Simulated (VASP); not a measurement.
# Cd3F8 in VASP: notebook, part 2 of 2

VASP 6.6.1. Earlier steps stand in the parts before.

**3. Single point, PBEsol**

Input file INCAR:

```
SYSTEM = Cd3F8
ALGO     = Fast           ! electronic algorithm
DIPOL    = 0.5 0.5 0.500
EDIFF    = 1E-6           ! SCF threshold, eV
ENCUT    = 520            ! plane-wave cutoff, eV
GGA      = PS             ! functional
IDIPOL   = 3            
ISIF     = 2              ! what is computed and relaxed
ISMEAR   = 0              ! smearing method
LASPH    = .True.         ! aspherical terms in the spheres
LCHARG   = .True.         ! write CHGCAR
LDIPOL   = .True.       
LELF     = .True.         ! ELF
LREAL    = .False.        ! projectors in reciprocal space
LVACPOTAV= .True.       
LVHAR    = .True.       
LWAVE    = .False.        ! write WAVECAR
NBANDS   = 57             ! bands
NELM     = 100            ! most SCF steps
PREC     = Accurate       ! precision mode
SIGMA    = 0.05           ! smearing width, eV
```

Input file KPOINTS:

```
k-points
0
Gamma
  9 9 1
  0 0 0
```

Input file POSCAR:

```
Cd3F8
1.0
    3.8072286460      0.0000000000      0.0000000000
   -1.9036143230      3.2971567254      0.0000000000
    0.0000000000      0.0000000000     25.8800621029
F Cd
8 3
Direct
    0.6666666667      0.3333333333      0.2999263294
    0.0000000000      0.0000000000      0.3598867294
    0.3333333333      0.6666666667      0.4131277693
    0.6666666667      0.3333333333      0.4689884312
    0.0000000000      0.0000000000      0.5310089057
    0.3333333333      0.6666666667      0.5868721477
    0.6666666667      0.3333333333      0.6401170260
    0.0000000000      0.0000000000      0.7000740306
    0.6666666667      0.3333333333      0.3796161401
    0.3333333333      0.6666666667      0.4999990817
    0.0000000000      0.0000000000      0.6203834089
```

Potentials or basis: VASP PAW PBE potentials, release 64 (F, Cd).

The run is started by

```console
$ cat potpaw_PBE.64/F/POTCAR potpaw_PBE.64/Cd/POTCAR > POTCAR
$ mpirun -np 1 vasp_std > vasp.out
```

OUTCAR:

```text
SYSTEM = Cd3F8
   EDIFF = 1E-6
   ENCUT = 520
   GGA = PS
   ISIF = 2
   ISMEAR = 0
   LASPH = .True.
   LREAL = .False.
   NELM = 100
   PREC = Accurate

 ion  position               nearest neighbor table
   1  0.667  0.333  0.300-   9 2.06
   2  0.000  0.000  0.360-   9 2.26   9 2.26   9 2.26
   3  0.333  0.667  0.413-  10 2.25   9 2.36   9 2.36   9 2.36
   4  0.667  0.333  0.469-   9 2.31  10 2.34  10 2.34  10 2.34
   5  0.000  0.000  0.531-  11 2.31  10 2.34  10 2.34  10 2.34
   6  0.333  0.667  0.587-  10 2.25  11 2.36  11 2.36  11 2.36
   7  0.667  0.333  0.640-  11 2.26  11 2.26  11 2.26
   8  0.000  0.000  0.700-  11 2.06
   9  0.667  0.333  0.380-   1 2.06   2 2.26   2 2.26   2 2.26   4 2.31   3 2.36   3 2.36   3 2.36

  10  0.333  0.667  0.500-   3 2.25   6 2.25   5 2.34   5 2.34   5 2.34   4 2.34   4 2.34   4 2.34

  11  0.000  0.000  0.620-   8 2.06   7 2.26   7 2.26   7 2.26   5 2.31   6 2.36   6 2.36   6 2.36

  LATTYP: Found a hexagonal cell.
 ALAT       =     3.8072286460
 C/A-ratio  =     6.7976117300

  Lattice vectors:

 A1 = (   3.8072286460,   0.0000000000,   0.0000000000)
 A2 = (  -1.9036143230,   3.2971567254,   0.0000000000)
 A3 = (   0.0000000000,   0.0000000000,  25.8800621029)

Analysis of symmetry for initial positions (statically):
=====================================================================
 Subroutine PRICEL returns:
 Original cell was already a primitive cell.

 Routine SETGRP: Setting up the symmetry group for a
 hexagonal supercell.

 Subroutine GETGRP returns: Found 12 space group operations
 (whereof  6 operations were pure point group operations)
 out of a pool of 24 trial point group operations.

The static configuration has the point symmetry C_3v.
 The point group associated with its full space group is D_3d.

Analysis of symmetry for dynamics (positions and initial velocities):
=====================================================================
 Subroutine PRICEL returns:
 Original cell was already a primitive cell.

 Routine SETGRP: Setting up the symmetry group for a
 hexagonal supercell.

[... 149 lines left out ...]
 dipolmoment           0.000000      0.000000     -0.000000 electrons x Angstroem

 number of electron      92.0000000 magnetization

 dipolmoment           0.000000      0.000000      0.000030 electrons x Angstroem

 Free energy of the ion-electron system (eV)
  ---------------------------------------------------
  ext. energy  EPLUGINS =         0.00000000
  ---------------------------------------------------
  free energy    TOTEN  =       -36.09084449 eV

  energy without entropy =      -36.03599027  energy(sigma->0) =      -36.06341738

 E-fermi :  -6.9252     XC(G=0):  -4.9208

 val. band max:       -6.9259319946   @ k =   0.3333   0.2222   0.0000
 cond. band min:      -6.9228310298   @ k =   0.2222   0.2222   0.0000
 fundamental gap:      0.0031009648
 Fermi energy:        -6.9251538022

 k-point     1 :       0.0000    0.0000    0.0000
  band No.  band energies     occupation
      1     -28.0183      2.00000
      2     -27.7270      2.00000
      3     -27.4630      2.00000
      4     -27.2365      2.00000
      5     -26.8173      2.00000
      6     -26.7623      2.00000
[... 709 lines left out ...]
     56       5.0927      0.00000
     57       7.5299      0.00000

------------------------ aborting loop because EDIFF is reached ----------------------------------------

  FORCE on cell =-STRESS in cart. coord.  units (eV):
  Direction    XX          YY          ZZ          XY          YZ          ZX
  --------------------------------------------------------------------------------------
  -------------------------------------------------------------------------------------
  Total        2.5074786      2.5074786      1.2155696      0.0000000     -0.0000000      0.0000000
  in kB       12.3661343     12.3661343      5.9948257      0.0000000     -0.0000000      0.0000000
  external PRESSURE =      10.2423648 kB  Pullay stress =       0.0000000 kB

 VOLUME and BASIS-vectors are now :
 -----------------------------------------------------------------------------
  energy-cutoff  :      520.00
  volume of cell :      324.87
      direct lattice vectors                 reciprocal lattice vectors
     3.807228646  0.000000000  0.000000000     0.262658246  0.151645809  0.000000000
    -1.903614323  3.297156725  0.000000000     0.000000000  0.303291619  0.000000000
     0.000000000  0.000000000 25.880062103     0.000000000  0.000000000  0.038639784

 POSITION                                       TOTAL-FORCE (eV/Angst)
 -----------------------------------------------------------------------------------
      1.90361      1.09905      7.76211         0.000000      0.000000     -0.203925
      0.00000      0.00000      9.31389         0.000000      0.000000     -0.043496
     -0.00000      2.19810     10.69177        -0.000000      0.000000     -0.018814
      1.90361      1.09905     12.13745        -0.000000      0.000000      0.012328
      0.00000      0.00000     13.74254         0.000000     -0.000000     -0.012328
     -0.00000      2.19810     15.18829         0.000000     -0.000000      0.018814
      1.90361      1.09905     16.56627        -0.000000      0.000000      0.043496
      0.00000      0.00000     18.11796        -0.000000     -0.000000      0.203925
      1.90361      1.09905      9.82449        -0.000000      0.000000      0.146198
     -0.00000      2.19810     12.94001        -0.000000      0.000000      0.000000
      0.00000      0.00000     16.05556         0.000000     -0.000000     -0.146198
 -----------------------------------------------------------------------------------
    total drift:                                0.000000     -0.000000     -0.062691

  FREE ENERGIE OF THE ION-ELECTRON SYSTEM (eV)
  ---------------------------------------------------
  free  energy   TOTEN  =       -36.0908444933 eV

  energy  without entropy=      -36.0359902666  energy(sigma->0) =      -36.06341738

 vacuum level on the upper side and lower side of the slab         3.757         3.757
```

Run time: 5.8 min. Hardware: 1 thread of Oxide Virtual Turin-like, shared host; peak memory 0.43 GiB.

Results:

```
Free energy            : -36.0908 eV
Largest force          : 0.204 eV/Å
Band gap on the k mesh : zero (bands 46 and 47 overlap by 0.11 eV)
```

Forces on the atoms (eV/Å):
```
F    0.000  0.000 -0.204
F    0.000  0.000 -0.043
F    0.000  0.000 -0.019
F    0.000  0.000  0.012
F    0.000  0.000 -0.012
F    0.000  0.000  0.019
F    0.000  0.000  0.043
F    0.000  0.000  0.204
Cd   0.000  0.000  0.146
Cd   0.000  0.000  0.000
Cd   0.000  0.000 -0.146
```

Caveat: the PAW data sets were made with another functional, which shifts forces and pressure a little.
